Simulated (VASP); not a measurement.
Write the native input for VASP 6.6.1 that does the following.

```yaml
Task: single point
Functional: PBE
Potentials_or_basis: VASP PAW PBE potentials, release 64 (Mg)
Cutoff: 520 eV
k_mesh: 18 × 18 × 10
Occupations: gaussian, width 0.15 eV
Spin: no spin polarisation
Dipole_correction: no
Further_INCAR_settings: ALGO = Normal; EDIFF = 1e-07; NBANDS = 9
```

The structure of Mg lies in POSCAR:

```
Mg
1.0
    3.2092715325      0.0000000000      0.0000000000
   -1.6046357662      2.7793106748      0.0000000000
    0.0000000000      0.0000000000      4.7935036000
Mg
2
Direct
    0.3333333333      0.6666666667      0.2500000000
    0.6666666667      0.3333333333      0.7500000000
```

This cell differs from its parent crystal: strain +0.000 along x and y, -0.080 along z.

The input as run:

INCAR

```
ALGO     = Normal         # electronic algorithm
EDIFF    = 1E-7           # SCF threshold, eV
ENCUT    = 520            # plane-wave cutoff, eV
GGA      = PE             # functional
ISIF     = 2              # what is computed and relaxed
ISMEAR   = 0              # smearing method
LASPH    = True           # aspherical terms in the spheres
LCHARG   = False          # write CHGCAR
LREAL    = False          # projectors in reciprocal space
LWAVE    = False          # write WAVECAR
NBANDS   = 9              # bands
NELM     = 100            # most SCF steps
PREC     = Accurate       # precision mode
SIGMA    = 0.15           # smearing width, eV
```

KPOINTS

```
k-points
0
Gamma
  18 18 10
```

Potentials or basis: VASP PAW PBE potentials, release 64 (Mg).

The run is started by

```bash
$ cat potpaw_PBE.64/Mg/POTCAR > POTCAR
$ mpirun -np 1 vasp_std > vasp.out
```

It gave:

- Pressure: 3.1 GPa
- Band gap on the k mesh: zero (bands 2 and 3 overlap by 2.15 eV)

Caveat: the cell differs from its parent crystal (strain +0.000 along x and y, -0.080 along z); the stress differs along the axes, from 1 to 7 GPa.

Run time: 16 s on 1 thread of Intel(R) Xeon(R) 6975P-C (Granite Rapids) (shared host), peak memory 0.21 GiB.
